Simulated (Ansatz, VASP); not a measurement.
# One calculation of Rh, two programs

Contents of INCAR:

```
SYSTEM = Rh
PREC = Accurate
ENCUT = 520
EDIFF = 1E-6
ISMEAR = 1
SIGMA = 0.1
LREAL = .False.
LASPH = .True.
NELM = 150
ALGO = Fast
ISIF = 2
LWAVE = .False.
LCHARG = .False.
MAGMOM = 0 0 0
LORBIT = 11
LSORBIT = .True.
GGA_COMPAT = .False.
LORBMOM = .True.
LMAXMIX = 4
GGA = PS
NBANDS = 26
```

The input KPOINTS:

```
regular mesh
0
Gamma
  9 9 9
  0 0 0
```

The input POSCAR:

```
Rh
1.0
    0.0000000000      1.8978500000      1.8978500000
    1.8978500000      0.0000000000      1.8978500000
    1.8978500000      1.8978500000      0.0000000000
Rh
1
Direct
    0.0000000000      0.0000000000      0.0000000000
```

File input.yaml:

```yaml
crystal:
  lattice:
    - [0.0, 1.89785, 1.89785]
    - [1.89785, 0.0, 1.89785]
    - [1.89785, 1.89785, 0.0]
  atoms:
    - { symbol: Rh, position: [0.0, 0.0, 0.0] }
kpoints:
  mp_grid: { grid: [9, 9, 9] }
scf:
  occupations: { method: methfessel_paxton, width: 0.1 }
hamiltonian:
  xc: pbesol
  pseudopotentials: { kind: all_electron, lapw: { basis_error: 0.001 } }
magnetization:
  noncollinear: true
  spin_orbit: true
output:
  forces: true
  stress: true
  eigenvalues: true
  populations: true
```

Alike in both runs: functional PBEsol; k mesh 9 × 9 × 9; occupations methfessel-paxton of order 1, width 0.1 eV; non-collinear spin, spin-orbit coupling.

|  | VASP | Ansatz |
| --- | --- | --- |
| version | VASP 6.6.1 | Ansatz 0.2.0 |
| potentials or method | VASP PAW PBE potentials, release 64 (Rh_pv), cutoff 520 eV | all-electron LAPW, relativistic spinors |
| task | single point | atomic charges |

```tsv
	VASP	Ansatz	Ansatz less VASP
pressure (GPa)	-3.3	-3.3	-0.08
net moment per atom (μB)	0.00	0.00	0.000
```

VASP's potentials were made for PBE, not for PBEsol. Ansatz ran all-electron here, and VASP with PAW potentials.

Noted on Ansatz's run: the k mesh is thin for a metal, which can move the energy by tens of meV per atom.
